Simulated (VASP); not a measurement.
A run of VASP 6.6.1 is set up as follows.

INCAR

```
PREC = Accurate
ENCUT = 910
EDIFF = 1E-6
ISMEAR = -1
SIGMA = 0.05
LREAL = False
LASPH = True
NELM = 120
ALGO = Normal
ISIF = 2
LWAVE = False
LCHARG = False
NBANDS = 28
GGA_COMPAT = False
```

The input KPOINTS:

```
Automatic mesh
0
Gamma
  6 6 6
```

POSCAR

```
BaZrO3
1.0
    4.1473634956      0.0000000000      0.0000000000
    0.0000000000      4.1473634956      0.0000000000
    0.0000000000      0.0000000000      4.1473634956
Ba Zr O
1 1 3
Direct
    0.0000000000      0.0000000000      0.0000000000
    0.5000000000      0.5000000000      0.5000000000
    0.5000000000      0.5000000000      0.0000000000
    0.5000000000      0.0000000000      0.5000000000
    0.0000000000      0.5000000000      0.5000000000
```

Potentials or basis: VASP PAW LDA potentials, release 64 (Ba_sv, Zr_sv, O_h).

Launch:

```bash
$ cat potpaw_LDA.64/Ba_sv/POTCAR potpaw_LDA.64/Zr_sv/POTCAR potpaw_LDA.64/O_h/POTCAR > POTCAR
$ mpirun -np 1 vasp_std > vasp.out
```

Problem. Predict the pressure.

Solution. 1.2 GPa.

Problem. Estimate the band gap on the k mesh.

Solution. 3.14 eV, indirect (least direct gap 3.31 eV).

Caveat: the cutoff is under 1.25 times the usual one of these potentials, so pressure, stress and relaxed cells hold a basis-set (Pulay) error; spin-orbit coupling is left out, which moves the levels of the heavy elements. A k mesh can miss the band edges.
